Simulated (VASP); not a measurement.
## Zn15Se16 (a cell with a defect): single point with PBE

Crystal: Zn15Se16 (a cell with a defect).

```
CELL_PARAMETERS angstrom
-5.73176 -5.73176 5.73176
5.73176 -5.73176 -5.73176
5.73176 5.73176 5.73176
ATOMIC_POSITIONS crystal
Zn 0.25374 0.50000 0.26127
Zn 0.50753 0.24626 0.24626
Zn 0.25374 0.26127 0.50000
Zn 0.00000 0.26127 0.75374
Zn 0.76127 0.50000 0.75374
Zn 0.50000 0.50000 0.00000
Zn 0.00000 0.75374 0.26127
Zn 0.74626 0.00753 0.24626
Zn 0.50000 0.00000 0.50000
Zn 0.23873 0.99247 0.73873
Zn 0.00000 0.00000 0.00000
Zn 0.74626 0.24626 0.00753
Zn 0.76127 0.75374 0.50000
Zn 0.49247 0.73873 0.73873
Zn 0.23873 0.73873 0.99247
Se 0.24901 0.74901 0.25100
Se 0.00000 0.73835 0.50000
Se 0.50199 0.50000 0.25099
Se 0.23835 0.50000 0.50000
Se 0.00000 0.50000 0.73835
Se 0.75100 0.74901 0.74901
Se 0.49801 0.74900 0.99801
Se 0.00000 0.00199 0.25099
Se 0.76165 0.26165 0.26165
Se 0.50199 0.25099 0.50000
Se 0.24901 0.25100 0.74901
Se 0.00000 0.25099 0.00199
Se 0.75099 0.50000 0.00199
Se 0.75099 0.00199 0.50000
Se 0.49801 0.99801 0.74900
Se 0.24900 0.99801 0.99801
```

- Program: VASP 6.6.1
- Task: single point
- Functional: PBE
- Potentials or basis: VASP PAW PBE potentials, release 64 (Zn, Se)
- Cutoff: 520 eV
- k mesh: 2 × 2 × 2, shifted
- Occupations: gaussian, width 0.02 eV
- Spin: no spin polarisation

```
Largest force : 0.019 eV/Å
```

Forces on the atoms (eV/Å):
```
Zn  -0.011 -0.011  0.001
Zn  -0.001  0.011 -0.011
Zn  -0.011 -0.001  0.011
Zn   0.001  0.011  0.011
Zn   0.011  0.011  0.001
Zn   0.000  0.000  0.000
Zn   0.001 -0.011 -0.011
Zn  -0.011  0.011 -0.001
Zn   0.000  0.000  0.000
Zn   0.011 -0.011 -0.001
Zn   0.000  0.000  0.000
Zn  -0.011  0.001 -0.011
Zn   0.011 -0.001 -0.011
Zn  -0.001 -0.011  0.011
Zn   0.011  0.001  0.011
Se  -0.003  0.008 -0.003
Se  -0.011  0.011  0.011
Se   0.003  0.003  0.008
Se   0.011  0.011 -0.011
Se  -0.011 -0.011 -0.011
Se  -0.008  0.003 -0.003
Se   0.003 -0.003 -0.008
Se   0.008  0.003  0.003
Se   0.011 -0.011  0.011
Se   0.003 -0.008 -0.003
Se  -0.003  0.003 -0.008
Se   0.008 -0.003 -0.003
Se  -0.003 -0.003  0.008
Se  -0.003 -0.008  0.003
Se   0.003  0.008  0.003
Se  -0.008 -0.003  0.003
```

Levels at points of the mesh, in eV from the Fermi level:
| k point | band 135 | band 136 | band 137 | band 138 | band 139 | band 140 | band 141 | band 142 | band 143 | band 144 |
| --- | --- | --- | --- | --- | --- | --- | --- | --- | --- | --- |
| (0.25, 0.25, 0.25) | -0.46 | -0.46 | -0.10 | -0.10 | -0.10 | 2.65 | 2.65 | 2.65 | 2.95 | 3.60 |

Wall time 9.7 min on 1 thread of Intel(R) Xeon(R) Platinum 8259CL CPU @ 2.50GHz (Skylake/Cascade Lake), with other jobs on the host, peak memory 1 GiB.

Caveat: the cell carries a net charge on a neutralising background, which shifts energy and pressure; the cell is charged against a uniform background, so pressure and absolute levels hang on convention.
